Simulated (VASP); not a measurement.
Input of a VASP 6.6.1 run:

INCAR

```
  PREC = Accurate
  ENCUT = 600
  EDIFF = 1E-6
  ISMEAR = 0
  SIGMA = 0.02
  LREAL = False
  LASPH = True
  NELM = 120
  ALGO = Normal
  ISIF = 2
  LWAVE = False
  LCHARG = False
  GGA = PE
  NBANDS = 11
  GGA_COMPAT = False
```

The input KPOINTS:

```
regular mesh
0
Gamma
  18 18 18
```

Contents of POSCAR:

```
C
1.0
    0.0000000000      1.7833700000      1.7833700000
    1.7833700000      0.0000000000      1.7833700000
    1.7833700000      1.7833700000      0.0000000000
C
2
Direct
    0.0000000000      0.0000000000      0.0000000000
    0.2500000000      0.2500000000      0.2500000000
```

Potentials or basis: VASP PAW PBE potentials, release 64 (C).

Run with:

```bash
$ cat potpaw_PBE.64/C/POTCAR > POTCAR
$ mpirun -np 1 vasp_std > vasp.out
```

Problem. What does it give for the band gap on the k mesh?

Solution. 4.15 eV, indirect (least direct gap 5.59 eV).

Problem. Estimate the pressure.

Solution. 1.8 GPa.

A k mesh can miss the band edges.
